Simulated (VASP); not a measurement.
# WSe2 (P6_3/mmc) in VASP: a series of runs

Runs on WSe2. Level: PBE. Tasks: single point.

Everything below comes from runs of VASP 6.6.1. Logs are shortened: lines on timing, memory, paths and dates and some standing lists are left out, and cuts for length are marked.

**What was measured.**

“Time-resolved XUV ARPES with tunable 24–33 eV laser pulses at 30 meV resolution”, 2019, pmc:6684652 reports, for a bulk crystal of WSe2: band gap 1.3 eV (indirect).

The runs below are set against these values where they give the same quantity.

## Step 1: The cell of the first run

The structure is hexagonal, space group P6_3/mmc (No. 194). The conventional cell has a = 3.321 Å, b = 3.321 Å, c = 15.257 Å, α = 90.00°, β = 90.00°, γ = 120.00°. W (site symmetry -6m2) has 6 Se at 2.55 Å and 6 W at 3.32 Å within 3.4 Å. Se (site symmetry 3m) has 3 W at 2.55 Å and 7 Se at 3.32 to 3.36 Å within 3.4 Å.

## Step 2: Single point, PBE

INCAR reads:

```
PREC = Accurate
ENCUT = 520
EDIFF = 1E-7
ISMEAR = 0
SIGMA = 0.02
LREAL = F
LASPH = T
NELM = 100
ALGO = Normal
ISIF = 2
LWAVE = F
LCHARG = F
GGA = PE
NBANDS = 35
```

KPOINTS reads:

```
regular mesh
0
Gamma
  12 12 2
```

POSCAR reads:

```
WSe2
1.0
    3.3206943820      0.0000000000      0.0000000000
   -1.6603471910      2.8758056930      0.0000000000
    0.0000000000      0.0000000000     15.2574569951
W Se
2 4
Direct
    0.3333333333      0.6666666667      0.2500000000
    0.6666666667      0.3333333333      0.7500000000
    0.3333333333      0.6666666667      0.6400208772
    0.6666666667      0.3333333333      0.1400208772
    0.3333333333      0.6666666667      0.8599791228
    0.6666666667      0.3333333333      0.3599791228
```

Potentials or basis: VASP PAW PBE potentials, release 64 (W_sv, Se).

Command:

```bash
> cat potpaw_PBE.64/W_sv/POTCAR potpaw_PBE.64/Se/POTCAR > POTCAR
> mpirun -np 1 vasp_std > vasp.out
```

OUTCAR:

```text
PREC = Accurate
   ENCUT = 520
   EDIFF = 1E-7
   ISMEAR = 0
   LREAL = F
   LASPH = T
   NELM = 100
   ISIF = 2
   GGA = PE

 ion  position               nearest neighbor table
   1  0.333  0.667  0.250-   4 2.55   6 2.55   4 2.55   6 2.55   4 2.55   6 2.55
   2  0.667  0.333  0.750-   3 2.55   5 2.55   3 2.55   5 2.55   3 2.55   5 2.55
   3  0.333  0.667  0.640-   2 2.55   2 2.55   2 2.55
   4  0.667  0.333  0.140-   1 2.55   1 2.55   1 2.55
   5  0.333  0.667  0.860-   2 2.55   2 2.55   2 2.55
   6  0.667  0.333  0.360-   1 2.55   1 2.55   1 2.55

  LATTYP: Found a hexagonal cell.
 ALAT       =     3.3206943820
 C/A-ratio  =     4.5946585985

  Lattice vectors:

 A1 = (   3.3206943820,   0.0000000000,   0.0000000000)
 A2 = (  -1.6603471910,   2.8758056930,   0.0000000000)
 A3 = (   0.0000000000,   0.0000000000,  15.2574569951)

Analysis of symmetry for initial positions (statically):
=====================================================================
 Subroutine PRICEL returns:
 Original cell was already a primitive cell.

 Routine SETGRP: Setting up the symmetry group for a
 hexagonal supercell.

 Subroutine GETGRP returns: Found 24 space group operations
 (whereof 12 operations were pure point group operations)
 out of a pool of 24 trial point group operations.

The static configuration has the point symmetry D_3d.
 The point group associated with its full space group is D_6h.

Analysis of symmetry for dynamics (positions and initial velocities):
=====================================================================
 Subroutine PRICEL returns:
 Original cell was already a primitive cell.

 Routine SETGRP: Setting up the symmetry group for a
 hexagonal supercell.

 Subroutine GETGRP returns: Found 24 space group operations
 (whereof 12 operations were pure point group operations)
 out of a pool of 24 trial point group operations.

The dynamic configuration has the point symmetry D_3d.
 The point group associated with its full space group is D_6h.

 Subroutine INISYM returns: Found 24 space group operations
 (whereof 12 operations are pure point group operations),
 and found     1 'primitive' translations

----------------------------------------------------------------------------------------

                                     Primitive cell

  volume of cell :     145.7037

  direct lattice vectors                    reciprocal lattice vectors
     3.320694382  0.000000000  0.000000000     0.301141835  0.173864320  0.000000000
    -1.660347191  2.875805693  0.000000000     0.000000000  0.347728639  0.000000000
     0.000000000  0.000000000 15.257456995     0.000000000  0.000000000  0.065541722

  length of vectors
     3.320694382  3.320694382 15.257456995     0.347728639  0.347728639  0.065541722

  position of ions in fractional coordinates (direct lattice)
     0.333333333  0.666666667  0.250000000
     0.666666667  0.333333333  0.750000000
     0.333333333  0.666666667  0.640020877
     0.666666667  0.333333333  0.140020877
     0.333333333  0.666666667  0.859979123
     0.666666667  0.333333333  0.359979123

  ion indices of the primitive-cell ions
   primitive index   ion index
                 1           1
                 2           2
                 3           3
                 4           4
                 5           5
                 6           6

----------------------------------------------------------------------------------------

 KPOINTS: regular mesh

Automatic generation of k-mesh.
 Grid dimensions read from file:
 generate k-points for:   12   12    2

 Generating k-lattice:

  Cartesian coordinates                     Fractional coordinates (reciprocal lattice)
     0.025095153  0.014488693  0.000000000     0.083333333  0.000000000  0.000000000
     0.000000000  0.028977387  0.000000000     0.000000000  0.083333333  0.000000000
     0.000000000  0.000000000  0.032770861     0.000000000  0.000000000  0.500000000

  Length of vectors
     0.028977387  0.028977387  0.032770861

  Shift w.r.t. Gamma in fractional coordinates (k-lattice)
     0.000000000  0.000000000  0.000000000

 Subroutine IBZKPT returns following result:
 ===========================================

 Found     38 irreducible k-points:

 Following reciprocal coordinates:
            Coordinates               Weight
  0.000000  0.000000  0.000000      1.000000
  0.083333  0.000000  0.000000      6.000000
  0.166667  0.000000  0.000000      6.000000
  0.250000  0.000000  0.000000      6.000000
  0.333333  0.000000  0.000000      6.000000
  0.416667  0.000000  0.000000      6.000000
[... 16 lines left out ...]
  0.250000  0.000000  0.500000      6.000000
  0.333333  0.000000  0.500000      6.000000
 [... further k-points ...]
   k-points           NKPTS =     38   k-points in BZ     NKDIM =     38   number of bands    NBANDS=     35
   number of dos      NEDOS =    301   number of ions     NIONS =      6
   total plane-waves  NPLWV =  94080
   dimension x,y,z NGX =    28 NGY =   28 NGZ =  120
   dimension x,y,z NGXF=    56 NGYF=   56 NGZF=  240
   ions per type =               2   4
   NGX,Y,Z   is equivalent  to a cutoff of  14.02, 14.02, 13.08 a.u.
   NGXF,Y,Z  is equivalent  to a cutoff of  28.04, 28.04, 26.15 a.u.
 SYSTEM =  unknown system
   PREC   = accura    normal or accurate (medium, high low for compatibility)
   ISTART =      0    job   : 0-new  1-cont  2-samecut
   ICHARG =      2    charge: 1-file 2-atom 10-const
   ISPIN  =      1    spin polarized calculation?
   LNONCOLLINEAR =      F non collinear calculations
   LSORBIT =      F    spin-orbit coupling
   LASPH  =      T    aspherical Exc in radial PAW
   ENCUT  =  520.0 eV  38.22 Ry    6.18 a.u.   6.17  6.17 28.37*2*pi/ulx,y,z
   NELM   =    100;   NELMIN=  2; NELMDL= -5     # of ELM steps
   EDIFF  = 0.1E-06   stopping-criterion for ELM
   LREAL  =      F    real-space projection
   EDIFFG = 0.1E-05   stopping-criterion for IOM
   NSW    =      0    number of steps for IOM
   IBRION =     -1    ionic relax: 0-MD 1-quasi-New 2-CG
   NFREE  =      0    steps in history (QN), initial steepest desc. (CG)
   ISIF   =      2    stress and relaxation
   ISYM   =      2    0-nonsym 1-usesym 2-fastsym
   POTIM  = 0.5000    time-step for ionic-motion
   TEBEG  =    0.0;   TEEND  =   0.0 temperature during run
   PSTRESS=    0.0 pullay stress
   NELECT =      52.0000    total number of electrons
   NUPDOWN=      -1.0000    fix difference up-down
   EMIN   =  10.00;   EMAX   =-10.00  energy-range for DOS
   EFERMI =   0.00;   METHOD = LEGACY
   ISMEAR =     0;   SIGMA  =   0.02  broadening in eV -4-tet -1-fermi 0-gaus
   EFERMI_NEDOS =   21; number of points for ismear=-14 and -15
   IALGO  =     38    algorithm
   IMIX   =      4    mixing-type and parameters
     AMIX     =   0.40;   BMIX     =  1.00
     AMIX_MAG =   1.60;   BMIX_MAG =  1.00
  volume/ion in A,a.u.               =      24.28       163.88
  Fermi-wavevector in a.u.,A,eV,Ry     =   1.161232  2.194411 18.346916  1.348460
  Thomas-Fermi vector in A             =   2.297806
   LORBIT       =      0    0 simple, 1 ext, 2 COOP (PROOUT), +10 PAW based schemes
   GGA     = PE    functional components
   LHFCALC =     F    Hartree Fock is set to
   AEXX    =    0.0000 exact exchange contribution
   IVDW    =     0    specifies the selected vdW correction
   LEPSILON=     F    determine dielectric tensor
   LRPA    =     F    only Hartree local field effects (RPA)
 non-spin polarized calculation
 Gauss-broadening in eV      SIGMA  =   0.02
  energy-cutoff  :      520.00
  volume of cell :      145.70
 maximum number of plane-waves:      3948
 NGX is ok and might be reduce to    28
   NGX = 13   NGY = 13   NGZ = 57

 number of electron      51.9999999 magnetization

 Free energy of the ion-electron system (eV)
  ---------------------------------------------------
  ext. energy  EPLUGINS =         0.00000000
  ---------------------------------------------------
  free energy    TOTEN  =       -43.25647323 eV

  energy without entropy =      -43.25647323  energy(sigma->0) =      -43.25647323

 E-fermi :   4.4192     XC(G=0):  -9.5156

 val. band max:        4.1556499891   @ k =   0.3333   0.3333   0.0000
 cond. band min:       5.6325676531   @ k =   0.1667   0.1667   0.0000
 fundamental gap:      1.4769176639
 Fermi energy:         4.4192433157

 k-point     1 :       0.0000    0.0000    0.0000
  band No.  band energies     occupation
      1     -69.9464      2.00000
      2     -69.9464      2.00000
      3     -34.1654      2.00000
      4     -34.1654      2.00000
      5     -34.0639      2.00000
      6     -34.0639      2.00000
[... 27 lines left out ...]
     34       7.2112      0.00000
     35       8.4279      0.00000

 k-point     2 :       0.0833    0.0000    0.0000
  band No.  band energies     occupation
      1     -69.9458      2.00000
      2     -69.9458      2.00000
      3     -34.1627      2.00000
      4     -34.1627      2.00000
      5     -34.0780      2.00000
      6     -34.0780      2.00000
[... 27 lines left out ...]
     34       7.2154      0.00000
     35       8.9938      0.00000

 k-point     3 :       0.1667    0.0000    0.0000
  band No.  band energies     occupation
      1     -69.9442      2.00000
      2     -69.9442      2.00000
      3     -34.1555      2.00000
      4     -34.1555      2.00000
      5     -34.1164      2.00000
      6     -34.1164      2.00000
[... 27 lines left out ...]
     34       7.6209      0.00000
     35       9.7165      0.00000

 k-point     4 :       0.2500    0.0000    0.0000
  band No.  band energies     occupation
      1     -69.9420      2.00000
      2     -69.9420      2.00000
      3     -34.1684      2.00000
      4     -34.1684      2.00000
      5     -34.1455      2.00000
      6     -34.1455      2.00000
[... 27 lines left out ...]
     34       8.0292      0.00000
     35      10.0575      0.00000

 k-point     5 :       0.3333    0.0000    0.0000
  band No.  band energies     occupation
      1     -69.9398      2.00000
      2     -69.9397      2.00000
      3     -34.2200      2.00000
      4     -34.2200      2.00000
      5     -34.1355      2.00000
      6     -34.1355      2.00000
[... 638 lines left out ...]
 k-point    22 :       0.1667    0.0000    0.5000
  band No.  band energies     occupation
      1     -69.9442      2.00000
      2     -69.9442      2.00000
      3     -34.1555      2.00000
      4     -34.1555      2.00000
      5     -34.1164      2.00000
      6     -34.1164      2.00000
[... 27 lines left out ...]
     34       7.6089      0.00000
     35      10.0662      0.00000

 k-point    23 :       0.2500    0.0000    0.5000
  band No.  band energies     occupation
      1     -69.9420      2.00000
      2     -69.9420      2.00000
      3     -34.1684      2.00000
      4     -34.1684      2.00000
      5     -34.1455      2.00000
      6     -34.1455      2.00000
[... 27 lines left out ...]
     34       8.0083      0.00000
     35      10.3762      0.00000

 k-point    24 :       0.3333    0.0000    0.5000
  band No.  band energies     occupation
      1     -69.9398      2.00000
      2     -69.9398      2.00000
      3     -34.2199      2.00000
      4     -34.2199      2.00000
      5     -34.1355      2.00000
      6     -34.1355      2.00000
[... 27 lines left out ...]
     34       8.2876      0.00000
     35      10.0664      0.00000

 [... further k-points ...]
[... 5 lines left out ...]
  --------------------------------------------------------------------------------------
  -------------------------------------------------------------------------------------
  Total        0.2079090      0.2079090      0.3077714      0.0000000      0.0000000      0.0000000
  in kB        2.2861949      2.2861949      3.3842953      0.0000000      0.0000000      0.0000000
  external PRESSURE =       2.6522284 kB  Pullay stress =       0.0000000 kB

 VOLUME and BASIS-vectors are now :
 -----------------------------------------------------------------------------
  energy-cutoff  :      520.00
  volume of cell :      145.70
      direct lattice vectors                 reciprocal lattice vectors
     3.320694382  0.000000000  0.000000000     0.301141835  0.173864320  0.000000000
    -1.660347191  2.875805693  0.000000000     0.000000000  0.347728639  0.000000000
     0.000000000  0.000000000 15.257456995     0.000000000  0.000000000  0.065541722

 POSITION                                       TOTAL-FORCE (eV/Angst)
 -----------------------------------------------------------------------------------
     -0.00000      1.91720      3.81436         0.000000      0.000000      0.000000
      1.66035      0.95860     11.44309        -0.000000     -0.000000      0.000000
     -0.00000      1.91720      9.76509         0.000000     -0.000000     -0.048243
      1.66035      0.95860      2.13636        -0.000000      0.000000     -0.048243
     -0.00000      1.91720     13.12109         0.000000     -0.000000      0.048243
      1.66035      0.95860      5.49237        -0.000000     -0.000000      0.048243
 -----------------------------------------------------------------------------------
    total drift:                               -0.000000      0.000000     -0.000000

  FREE ENERGIE OF THE ION-ELECTRON SYSTEM (eV)
  ---------------------------------------------------
  free  energy   TOTEN  =       -43.2564732313 eV

  energy  without entropy=      -43.2564732313  energy(sigma->0) =      -43.25647323
```

Wall time 2.4 min (1 thread of Intel Xeon 6975P-C (Granite Rapids), shared host); peak memory 0.37 GiB.

What came out:

```yaml
Free_energy: -43.2565 eV
Pressure: 0.3 GPa
Largest_force: 0.048 eV/Å
Band_gap_on_the_k_mesh: 1.48 eV, indirect (least direct gap 1.52 eV)
```

Forces in eV/Å, atoms in the order of the input:
```
W    0.000  0.000  0.000
W    0.000  0.000  0.000
Se   0.000  0.000 -0.048
Se   0.000  0.000 -0.048
Se   0.000  0.000  0.048
Se   0.000  0.000  0.048
```

Caveat: spin-orbit coupling is left out, which moves the levels of the heavy elements; this functional lacks dispersion, which binds the layers, so the pressure and a relaxed spacing across them are unreliable.

## Step 3: Single point, PBE (volume scaled by 1.03, then relaxed in part)

INCAR reads:

```
SYSTEM = WSe2
ALGO     = Normal         ! electronic algorithm
EDIFF    = 1E-7           ! SCF threshold, eV
ENCUT    = 520            ! plane-wave cutoff, eV
GGA      = PE             ! functional
ISIF     = 2              ! what is computed and relaxed
ISMEAR   = 0              ! smearing method
LASPH    = .TRUE.         ! aspherical terms in the spheres
LCHARG   = .TRUE.         ! write CHGCAR
LELF     = .TRUE.         ! ELF
LREAL    = .FALSE.        ! projectors in reciprocal space
LVHAR    = .TRUE.       
LWAVE    = .FALSE.        ! write WAVECAR
NBANDS   = 35             ! bands
NELM     = 80             ! most SCF steps
PREC     = Accurate       ! precision mode
SIGMA    = 0.02           ! smearing width, eV
```

KPOINTS reads:

```
k-points
0
G
  12 12 2
  0 0 0
```

POSCAR reads:

```
WSe2
1.0
    3.3213673757      0.0000000000      0.0000000000
   -1.6606836879      2.8763885227      0.0000000000
    0.0000000000      0.0000000000     15.7088127578
W Se
2 4
Direct
    0.3333333333      0.6666666667      0.2500000000
    0.6666666667      0.3333333333      0.7500000000
    0.3333333333      0.6666666667      0.6431989646
    0.6666666667      0.3333333333      0.1431989646
    0.3333333333      0.6666666667      0.8568010354
    0.6666666667      0.3333333333      0.3568010354
```

Potentials or basis: VASP PAW PBE potentials, release 64 (W_sv, Se).

Command:

```bash
> cat potpaw_PBE.64/W_sv/POTCAR potpaw_PBE.64/Se/POTCAR > POTCAR
> mpirun -np 1 vasp_std > vasp.out
```

It took 2.2 min on 1 thread of Intel Xeon 6975P-C (Granite Rapids), shared host; peak memory 0.38 GiB.

Results (log left out):

```
Free energy            : -43.2561 eV
Pressure               : 0.2 GPa
Largest force          : 0.049 eV/Å
Band gap on the k mesh : 1.52 eV, indirect (least direct gap 1.53 eV)
```

Forces on the atoms (eV/Å):
```
W    0.000  0.000  0.000
W    0.000  0.000  0.000
Se   0.000  0.000 -0.049
Se   0.000  0.000 -0.049
Se   0.000  0.000  0.049
Se   0.000  0.000  0.049
```

Stress tensor (GPa, compression positive):
```
0.17 0.00 0.00
0.00 0.17 0.00
0.00 0.00 0.30
```

Levels at points of the mesh, in eV from the valence-band top:
| k point | band 23 | band 24 | band 25 | band 26 | band 27 | band 28 | band 29 | band 30 |
| --- | --- | --- | --- | --- | --- | --- | --- | --- |
| (0.00, 0.00, 0.00) | -1.25 | -1.25 | -0.51 | -0.14 | 2.88 | 2.88 | 2.88 | 2.88 |
| (0.50, 0.00, 0.00) | -1.00 | -0.99 | -0.97 | -0.96 | 2.33 | 2.33 | 2.66 | 2.73 |
| (0.00, 0.00, 0.50) | -1.25 | -1.25 | -0.29 | -0.29 | 2.88 | 2.88 | 2.88 | 2.88 |
| (0.50, 0.00, 0.50) | -0.99 | -0.99 | -0.97 | -0.97 | 2.33 | 2.33 | 2.70 | 2.70 |

Caveat: spin-orbit coupling is left out, which moves the levels of the heavy elements; this functional lacks dispersion, which binds the layers, so the pressure and a relaxed spacing across them are unreliable. A k mesh can miss the band edges.

## Step 4: Comparison with measurements

Step 2. A measured gap of WSe2 is 1.3 eV (indirect; “Time-resolved XUV ARPES with tunable 24–33 eV laser pulses at 30 meV resolution”, 2019, pmc:6684652); the calculated 1.48 eV misses it by +0.18 eV. Spin-orbit coupling on Se, W is left out. The value is that of PBE on a finite k mesh, which can miss the band edges, without temperature or zero-point motion.
